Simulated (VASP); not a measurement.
# BN (F-43m) in VASP: notebook

Runs on BN. Level: PBE. Tasks: G0W0 quasiparticle levels.

Everything below comes from runs of VASP 6.6.1. Logs are shortened: lines on timing, memory, paths and dates and some standing lists are left out, and cuts for length are marked.

## (1) The cell of the first run

Symmetry: F-43m, No. 216, cubic system. Conventional cell: a = 3.610 Å, b = 3.610 Å, c = 3.610 Å, α = 90.00°, β = 90.00°, γ = 90.00°. B (site symmetry -43m) has 4 N at 1.56 Å within 2.1 Å. N (site symmetry -43m) has 4 B at 1.56 Å within 2.1 Å.

## (2) G0W0 quasiparticle levels, PBE

The input, POSCAR:

```
BN
1.0
    0.0000000000      1.8048245478      1.8048245478
    1.8048245478      0.0000000000      1.8048245478
    1.8048245478      1.8048245478      0.0000000000
B N
1 1
Direct
    0.0000000000      0.0000000000      0.0000000000
    0.2500000000      0.2500000000      0.2500000000
```

The input, INCAR.step1:

```
ALGO = Normal ; EDIFF = 1E-8
ENCUT = 500 ; GGA = PE
ISMEAR = 0 ; LASPH = T
LCHARG = F ; LREAL = F
LWAVE = T ; NELM = 100
PREC = Accurate ; SIGMA = 0.01
```

The input, INCAR.step2:

```
ALGO = Exact ; EDIFF = 1E-8
ENCUT = 500 ; GGA = PE
ISMEAR = 0 ; ISTART = 1
LASPH = T ; LCHARG = F
LOPTICS = T ; LREAL = F
LWAVE = T ; NBANDS = 68
NELM = 1 ; PREC = Accurate
SIGMA = 0.01
```

The input, INCAR.step3:

```
ALGO = EVGW0 ; EDIFF = 1E-8
ENCUT = 500 ; ENCUTGW = 180.0
GGA = PE ; ISMEAR = 0
ISTART = 1 ; LASPH = T
LCHARG = F ; LREAL = F
LWAVE = F ; NBANDS = 68
NBANDSGW = 12 ; NELMGW = 1
NOMEGA = 96 ; OMEGAMAX = 20
PREC = Accurate ; PRECFOCK = Fast
SIGMA = 0.01
```

The input, KPOINTS:

```
k-points
0
Gamma
  8 8 8
```

Potentials or basis: VASP PAW PBE potentials, release 64 (B_GW, N_GW).

Run with:

```console
$ cat potpaw_PBE.64/B_GW/POTCAR potpaw_PBE.64/N_GW/POTCAR > POTCAR
$ cp INCAR.step1 INCAR
$ mpirun -np 1 vasp_std > vasp.out
$ cp INCAR.step2 INCAR
$ mpirun -np 1 vasp_std > vasp.out
$ cp INCAR.step3 INCAR
$ mpirun -np 1 vasp_std > vasp.out
```

OUTCAR:

```text
EDIFF = 1E-8
   ENCUT = 500
   ENCUTGW = 180.0
   GGA = PE
   ISMEAR = 0
   ISTART = 1
   LASPH = T
   LREAL = F
   NELMGW = 1
   PREC = Accurate
   PRECFOCK = Fast

 ion  position               nearest neighbor table
   1  0.000  0.000  0.000-   2 1.56   2 1.56   2 1.56   2 1.56
   2  0.250  0.250  0.250-   1 1.56   1 1.56   1 1.56   1 1.56

  LATTYP: Found a face centered cubic cell.
 ALAT       =     3.6096490956

  Lattice vectors:

 A1 = (   0.0000000000,   1.8048245478,   1.8048245478)
 A2 = (   1.8048245478,   0.0000000000,   1.8048245478)
 A3 = (   1.8048245478,   1.8048245478,   0.0000000000)

Analysis of symmetry for initial positions (statically):
=====================================================================
 Subroutine PRICEL returns:
 Original cell was already a primitive cell.

 Routine SETGRP: Setting up the symmetry group for a
 face centered cubic supercell.

 Subroutine GETGRP returns: Found 24 space group operations
 (whereof 24 operations were pure point group operations)
 out of a pool of 48 trial point group operations.

The static configuration has the point symmetry T_d .

Analysis of symmetry for dynamics (positions and initial velocities):
=====================================================================
 Subroutine PRICEL returns:
 Original cell was already a primitive cell.

 Routine SETGRP: Setting up the symmetry group for a
 face centered cubic supercell.

 Subroutine GETGRP returns: Found 24 space group operations
 (whereof 24 operations were pure point group operations)
 out of a pool of 48 trial point group operations.

The dynamic configuration has the point symmetry T_d .

 Subroutine INISYM returns: Found 24 space group operations
 (whereof 24 operations are pure point group operations),
 and found     1 'primitive' translations

----------------------------------------------------------------------------------------

                                     Primitive cell

  volume of cell :      11.7580

  direct lattice vectors                    reciprocal lattice vectors
     0.000000000  1.804824548  1.804824548    -0.277035239  0.277035239  0.277035239
     1.804824548  0.000000000  1.804824548     0.277035239 -0.277035239  0.277035239
     1.804824548  1.804824548  0.000000000     0.277035239  0.277035239 -0.277035239

  length of vectors
     2.552407353  2.552407353  2.552407353     0.479839109  0.479839109  0.479839109

  position of ions in fractional coordinates (direct lattice)
     0.000000000  0.000000000  0.000000000
     0.250000000  0.250000000  0.250000000

  ion indices of the primitive-cell ions
   primitive index   ion index
                 1           1
                 2           2

----------------------------------------------------------------------------------------

 KPOINTS: k-points

Automatic generation of k-mesh.
 Grid dimensions read from file:
 generate k-points for:    8    8    8

 Generating k-lattice:

  Cartesian coordinates                     Fractional coordinates (reciprocal lattice)
    -0.034629405  0.034629405  0.034629405     0.125000000  0.000000000  0.000000000
     0.034629405 -0.034629405  0.034629405     0.000000000  0.125000000  0.000000000
     0.034629405  0.034629405 -0.034629405     0.000000000  0.000000000  0.125000000

  Length of vectors
     0.059979889  0.059979889  0.059979889

  Shift w.r.t. Gamma in fractional coordinates (k-lattice)
     0.000000000  0.000000000  0.000000000

 Subroutine IBZKPT returns following result:
 ===========================================

 Found     29 irreducible k-points:

 Following reciprocal coordinates:
            Coordinates               Weight
  0.000000  0.000000  0.000000      1.000000
  0.125000  0.000000  0.000000      8.000000
  0.250000  0.000000  0.000000      8.000000
  0.375000  0.000000  0.000000      8.000000
  0.500000  0.000000  0.000000      4.000000
  0.125000  0.125000  0.000000      6.000000
[... 16 lines left out ...]
  0.500000  0.250000  0.125000     48.000000
 -0.375000  0.250000  0.125000     24.000000
 [... further k-points ...]
   k-points           NKPTS =     29   k-points in BZ     NKDIM =    512   number of bands    NBANDS=     68
   number of dos      NEDOS =    301   number of ions     NIONS =      2
   total plane-waves  NPLWV =   8000
   dimension x,y,z NGX =    20 NGY =   20 NGZ =   20
   dimension x,y,z NGXF=    40 NGYF=   40 NGZF=   40
   ions per type =               1   1
   NGX,Y,Z   is equivalent  to a cutoff of  13.03, 13.03, 13.03 a.u.
   NGXF,Y,Z  is equivalent  to a cutoff of  26.05, 26.05, 26.05 a.u.
 SYSTEM =  unknown system
   PREC   = accura    normal or accurate (medium, high low for compatibility)
   ISTART =      1    job   : 0-new  1-cont  2-samecut
   ICHARG =      0    charge: 1-file 2-atom 10-const
   ISPIN  =      1    spin polarized calculation?
   LNONCOLLINEAR =      F non collinear calculations
   LSORBIT =      F    spin-orbit coupling
   LASPH  =      T    aspherical Exc in radial PAW
   ENCUT  =  500.0 eV  36.75 Ry    6.06 a.u.   4.65  4.65  4.65*2*pi/ulx,y,z
   NELM   =     60;   NELMIN=  2; NELMDL=  0     # of ELM steps
   EDIFF  = 0.1E-07   stopping-criterion for ELM
   LREAL  =      F    real-space projection
   EDIFFG = 0.1E-06   stopping-criterion for IOM
   NSW    =      0    number of steps for IOM
   IBRION =     -1    ionic relax: 0-MD 1-quasi-New 2-CG
   NFREE  =      0    steps in history (QN), initial steepest desc. (CG)
   ISIF   =      0    stress and relaxation
   ISYM   =      3    0-nonsym 1-usesym 2-fastsym
   POTIM  = 0.5000    time-step for ionic-motion
   TEBEG  =    0.0;   TEEND  =   0.0 temperature during run
   PSTRESS=    0.0 pullay stress
   NELECT =       8.0000    total number of electrons
   NUPDOWN=      -1.0000    fix difference up-down
   EMIN   =  10.00;   EMAX   =-10.00  energy-range for DOS
   EFERMI =   0.00;   METHOD = LEGACY
   ISMEAR =     0;   SIGMA  =   0.01  broadening in eV -4-tet -1-fermi 0-gaus
   EFERMI_NEDOS =   21; number of points for ismear=-14 and -15
   IALGO  =     38    algorithm
   IMIX   =      4    mixing-type and parameters
     AMIX     =   0.40;   BMIX     =  1.00
     AMIX_MAG =   1.60;   BMIX_MAG =  1.00
  volume/ion in A,a.u.               =       5.88        39.67
  Fermi-wavevector in a.u.,A,eV,Ry     =   1.439881  2.720980 28.208366  2.073256
  Thomas-Fermi vector in A             =   2.558687
   LORBIT       =      0    0 simple, 1 ext, 2 COOP (PROOUT), +10 PAW based schemes
   GGA     = PE    functional components
   LHFCALC =     T    Hartree Fock is set to
   PRECFOCK=fast      Normal, Fast or Accurate (Low or Medium for compatibility)
   ENCUT4O =  -1.0   cutoff for four orbital integrals eV
   NKREDX  =     1    reduce k-point grid by
   NKREDY  =     1    reduce k-point grid by
   NKREDZ  =     1    reduce k-point grid by
   AEXX    =    1.0000 exact exchange contribution
   HFSCREEN=    0.0000 screening length (either q_TF or 0.3 A-1)
   HFSCREENC=   0.0000 screening length for correlation (either q_TF or 0.3 A-1)
   ENCUTFOCK=  -1.0 apply spherical cutoff to Coloumb kernel
   IVDW    =     0    specifies the selected vdW correction
   LEPSILON=     F    determine dielectric tensor
   LRPA    =     F    only Hartree local field effects (RPA)
   LRPAFORCE           =     F    calculate RPA forces
   ENCUTGW             = 180.0    cutoff for response function in eV
   ENCUTGWSOFT         = 144.0    soft cutoff for Coulomb kernel in GW response function in eV
   ENCUTLF             =  -1.0    cutoff for local field effects
   NELMGW              =     1    number of iterations in solving QP/BSE equation
   NELMHF              =     1    number of iterations in the inner HF iteration
   NKREDLFX            =     1    NKREDLFY  =   1   NKREDLFZ  =   1
 non-spin polarized calculation
 Gauss-broadening in eV      SIGMA  =   0.01
  energy-cutoff  :      500.00
  volume of cell :       11.76
 maximum number of plane-waves:       308
  NGX = 12; NGY = 12; NGZ = 12
   NGX =  9   NGY =  9   NGZ =  9
 maximum number of plane-waves:        70

 QP shifts <psi_nk| G(iteration)W_0 |psi_nk>: iteration 1
 for sc-GW calculations column KS-energies equals QP-energies in previous step
 and V_xc(KS)=  KS-energies - (<T + V_ion + V_H > + <T+V_H+V_ion>^1  + <V_x>^1)

 k-point   1 :       0.0000    0.0000    0.0000
  band No.  KS-energies  QP-energies   sigma(KS)   V_xc(KS)     V^pw_x(r,r')   Z            occupation Imag(sigma)

      1     -12.7680     -14.7290     -18.0249     -15.4976     -26.5183       0.7760       2.0000       1.3272
      2       7.5144       6.6324     -19.3672     -18.2997     -21.8626       0.8262       2.0000       0.0258
      3       7.5144       6.6324     -19.3672     -18.2997     -21.8626       0.8262       2.0000       0.0258
      4       7.5144       6.6324     -19.3672     -18.2997     -21.8626       0.8262       2.0000       0.0258
      5      16.3580      17.6513     -12.2548     -13.8011      -7.0486       0.8364       0.0000      -0.0441
      6      16.3580      17.6513     -12.2548     -13.8011      -7.0486       0.8364       0.0000      -0.0441
      7      16.3580      17.6513     -12.2548     -13.8011      -7.0486       0.8364       0.0000      -0.0441
      8      17.9345      19.0382     -14.0923     -15.4449      -8.4088       0.8160       0.0000      -0.0542
      9      32.3454      32.7366     -10.9617     -11.4581      -3.3148       0.7884       0.0000      -0.4542
     10      35.3490      36.4535     -12.0208     -13.3427      -5.4698       0.8356       0.0000      -0.4808
     11      35.3490      36.4535     -12.0208     -13.3427      -5.4698       0.8356       0.0000      -0.4808
     12      35.9532      36.5405     -10.4139     -11.1080      -3.0557       0.8460       0.0000      -0.9551

 k-point   2 :       0.1250    0.0000    0.0000
  band No.  KS-energies  QP-energies   sigma(KS)   V_xc(KS)     V^pw_x(r,r')   Z            occupation Imag(sigma)
[... 353 lines left out ...]
      1      -7.8248      -9.4020     -19.2126     -17.0980     -26.7785       0.7459       2.0000       0.6220
      2      -2.2220      -3.8706     -16.8672     -14.7281     -21.5958       0.7707       2.0000       0.0964
      3       2.6697       1.2801     -18.1197     -16.3969     -21.6720       0.8066       2.0000       0.0408
      4       4.0463       2.8274     -18.1229     -16.6250     -21.2489       0.8137       2.0000       0.0328
      5      17.1281      18.2160     -12.4862     -13.7897      -7.2808       0.8346       0.0000      -0.0473
      6      18.7374      19.9464     -12.7298     -14.1929      -7.0151       0.8263       0.0000      -0.0534
      7      21.9514      23.5293     -14.0005     -15.9849      -7.4661       0.7952       0.0000      -0.0763
      8      23.3539      24.9278     -13.8418     -15.8436      -6.9259       0.7862       0.0000      -0.0979
      9      27.0318      28.0534     -11.6760     -12.9495      -4.9915       0.8022       0.0000      -0.1497
     10      33.4472      34.6724     -12.5305     -14.0697      -4.6314       0.7960       0.0000      -0.6051
     11      35.0912      36.1471     -11.9314     -13.2403      -4.1454       0.8067       0.0000      -0.7139
     12      38.2091      38.9140     -10.8327     -11.6853      -3.4925       0.8268       0.0000      -0.8589

 [... further k-points ...]
```

Wall time 2.4 min (1 thread of Intel Xeon 6975P-C (Granite Rapids), shared host); peak memory 0.51 GiB.

Results:

```
Quasiparticle gap                                   : 6.02 eV
Least direct quasiparticle gap                      : 11.02 eV
Band gap of the starting levels on the mesh         : 4.47 eV
Least direct gap of the starting levels on the mesh : 8.84 eV
```

Caveat: the k points lie up to 0.38 Å⁻¹ apart; bands, screening cutoff and mesh are small and nothing is extrapolated, so the quasiparticle values aren't converged.

## (3) G0W0 quasiparticle levels, PBE

POSCAR is that of step 2.

The input, INCAR.step1:

```
SYSTEM = BN
PREC     = Accurate       ! precision mode
ENCUT    = 500            ! plane-wave cutoff, eV
EDIFF    = 1E-8           ! SCF threshold, eV
ISMEAR   = 0              ! smearing method
SIGMA    = 0.01           ! smearing width, eV
LREAL    = .FALSE.        ! projectors in reciprocal space
LASPH    = .TRUE.         ! aspherical terms in the spheres
NELM     = 80             ! most SCF steps
ALGO     = Normal         ! electronic algorithm
LWAVE    = .TRUE.         ! write WAVECAR
LCHARG   = .FALSE.        ! write CHGCAR
GGA      = PE             ! functional
```

The input, INCAR.step2:

```
SYSTEM = BN
PREC     = Accurate       ! precision mode
ENCUT    = 500            ! plane-wave cutoff, eV
EDIFF    = 1E-8           ! SCF threshold, eV
ISMEAR   = 0              ! smearing method
SIGMA    = 0.01           ! smearing width, eV
LREAL    = .FALSE.        ! projectors in reciprocal space
LASPH    = .TRUE.         ! aspherical terms in the spheres
NELM     = 1              ! most SCF steps
ALGO     = Exact          ! electronic algorithm
LWAVE    = .TRUE.         ! write WAVECAR
LCHARG   = .FALSE.        ! write CHGCAR
GGA      = PE             ! functional
NBANDS   = 68             ! bands
LOPTICS  = .TRUE.         ! frequency-dependent dielectric function
ISTART   = 1
```

The input, INCAR.step3:

```
SYSTEM = BN
PREC     = Accurate       ! precision mode
ENCUT    = 500            ! plane-wave cutoff, eV
EDIFF    = 1E-8           ! SCF threshold, eV
ISMEAR   = 0              ! smearing method
SIGMA    = 0.01           ! smearing width, eV
LREAL    = .FALSE.        ! projectors in reciprocal space
LASPH    = .TRUE.         ! aspherical terms in the spheres
ALGO     = EVGW0          ! electronic algorithm
LWAVE    = .FALSE.        ! write WAVECAR
LCHARG   = .FALSE.        ! write CHGCAR
GGA      = PE             ! functional
NELMGW   = 1            
NBANDS   = 68             ! bands
ENCUTGW  = 180.0          ! cutoff of the response function
NOMEGA   = 96             ! frequency points
PRECFOCK = Fast         
ISTART   = 1            
NBANDSGW = 12           
OMEGAMAX = 20
```

The input, KPOINTS:

```
Automatic mesh
0
G
  8 8 8
  0 0 0
```

Potentials or basis: VASP PAW PBE potentials, release 64 (B_GW, N_GW).

Run with:

```console
$ cat potpaw_PBE.64/B_GW/POTCAR potpaw_PBE.64/N_GW/POTCAR > POTCAR
$ cp INCAR.step1 INCAR
$ mpirun -np 1 vasp_std > vasp.out
$ cp INCAR.step2 INCAR
$ mpirun -np 1 vasp_std > vasp.out
$ cp INCAR.step3 INCAR
$ mpirun -np 1 vasp_std > vasp.out
```

OUTCAR:

```text
SYSTEM = BN
   PREC = Accurate
   ENCUT = 500
   EDIFF = 1E-8
   ISMEAR = 0
   LREAL = .FALSE.
   LASPH = .TRUE.
   GGA = PE
   NELMGW = 1
   ENCUTGW = 180.0
   PRECFOCK = Fast
   ISTART = 1

 ion  position               nearest neighbor table
   1  0.000  0.000  0.000-   2 1.56   2 1.56   2 1.56   2 1.56
   2  0.250  0.250  0.250-   1 1.56   1 1.56   1 1.56   1 1.56

  LATTYP: Found a face centered cubic cell.
 ALAT       =     3.6096490956

  Lattice vectors:

 A1 = (   0.0000000000,   1.8048245478,   1.8048245478)
 A2 = (   1.8048245478,   0.0000000000,   1.8048245478)
 A3 = (   1.8048245478,   1.8048245478,   0.0000000000)

Analysis of symmetry for initial positions (statically):
=====================================================================
[... 167 lines left out ...]
   NELMGW              =     1    number of iterations in solving QP/BSE equation
   NELMHF              =     1    number of iterations in the inner HF iteration
   NKREDLFX            =     1    NKREDLFY  =   1   NKREDLFZ  =   1
 non-spin polarized calculation
 Gauss-broadening in eV      SIGMA  =   0.01
  energy-cutoff  :      500.00
  volume of cell :       11.76
 maximum number of plane-waves:       308
  NGX = 12; NGY = 12; NGZ = 12
   NGX =  9   NGY =  9   NGZ =  9
 maximum number of plane-waves:        70

 QP shifts <psi_nk| G(iteration)W_0 |psi_nk>: iteration 1
 for sc-GW calculations column KS-energies equals QP-energies in previous step
 and V_xc(KS)=  KS-energies - (<T + V_ion + V_H > + <T+V_H+V_ion>^1  + <V_x>^1)

 k-point   1 :       0.0000    0.0000    0.0000
  band No.  KS-energies  QP-energies   sigma(KS)   V_xc(KS)     V^pw_x(r,r')   Z            occupation Imag(sigma)

      1     -12.7680     -14.7290     -18.0249     -15.4976     -26.5183       0.7760       2.0000       1.3272
      2       7.5144       6.6324     -19.3672     -18.2997     -21.8626       0.8262       2.0000       0.0258
      3       7.5144       6.6324     -19.3672     -18.2997     -21.8626       0.8262       2.0000       0.0258
      4       7.5144       6.6324     -19.3672     -18.2997     -21.8626       0.8262       2.0000       0.0258
      5      16.3580      17.6513     -12.2548     -13.8011      -7.0486       0.8364       0.0000      -0.0441
      6      16.3580      17.6513     -12.2548     -13.8011      -7.0486       0.8364       0.0000      -0.0441
      7      16.3580      17.6513     -12.2548     -13.8011      -7.0486       0.8364       0.0000      -0.0441
      8      17.9345      19.0382     -14.0923     -15.4449      -8.4088       0.8160       0.0000      -0.0542
      9      32.3454      32.7366     -10.9617     -11.4581      -3.3148       0.7884       0.0000      -0.4542
     10      35.3490      36.4535     -12.0208     -13.3427      -5.4698       0.8356       0.0000      -0.4808
     11      35.3490      36.4535     -12.0208     -13.3427      -5.4698       0.8356       0.0000      -0.4808
     12      35.9532      36.6450     -10.2950     -11.1080      -3.0557       0.8508       0.0000      -0.9553
[... 356 lines left out ...]
      1      -7.8248      -9.4020     -19.2126     -17.0980     -26.7785       0.7459       2.0000       0.6220
      2      -2.2220      -3.8706     -16.8672     -14.7281     -21.5958       0.7707       2.0000       0.0964
      3       2.6697       1.2801     -18.1197     -16.3969     -21.6720       0.8066       2.0000       0.0408
      4       4.0463       2.8274     -18.1229     -16.6250     -21.2489       0.8137       2.0000       0.0328
      5      17.1281      18.2160     -12.4862     -13.7897      -7.2808       0.8346       0.0000      -0.0473
      6      18.7374      19.9464     -12.7298     -14.1929      -7.0151       0.8263       0.0000      -0.0534
      7      21.9514      23.5293     -14.0005     -15.9849      -7.4661       0.7952       0.0000      -0.0763
      8      23.3539      24.9278     -13.8418     -15.8436      -6.9259       0.7862       0.0000      -0.0979
      9      27.0318      28.0534     -11.6760     -12.9495      -4.9915       0.8022       0.0000      -0.1497
     10      33.4472      34.6724     -12.5305     -14.0697      -4.6314       0.7960       0.0000      -0.6051
     11      35.0912      36.1471     -11.9314     -13.2403      -4.1454       0.8067       0.0000      -0.7139
     12      38.2091      38.9140     -10.8327     -11.6853      -3.4925       0.8268       0.0000      -0.8589

 [... further k-points ...]
```

OUTCAR.step1:

```text
SYSTEM = BN
   PREC = Accurate
   ENCUT = 500
   EDIFF = 1E-8
   ISMEAR = 0
   LREAL = .FALSE.
   LASPH = .TRUE.
[... 484 lines left out ...]
      0.00000      0.00000      0.00000         0.000000      0.000000      0.000000
      0.90241      0.90241      0.90241        -0.000000     -0.000000     -0.000000
 -----------------------------------------------------------------------------------
    total drift:                                0.000001      0.000001      0.000001

  FREE ENERGIE OF THE ION-ELECTRON SYSTEM (eV)
  ---------------------------------------------------
  free  energy   TOTEN  =       -17.4600117517 eV

  energy  without entropy=      -17.4600117517  energy(sigma->0) =      -17.46001175
```

Wall time 4.9 min (1 thread of AMD EPYC 9R45 (Zen 5), shared host); peak memory 0.48 GiB.

Results:

* Quasiparticle gap: 6.02 eV
* Least direct quasiparticle gap: 11.02 eV
* Band gap of the starting levels on the mesh: 4.47 eV
* Least direct gap of the starting levels on the mesh: 8.84 eV

Caveat: the k points lie up to 0.38 Å⁻¹ apart; bands, screening cutoff and mesh are small and nothing is extrapolated, so the quasiparticle values aren't converged.
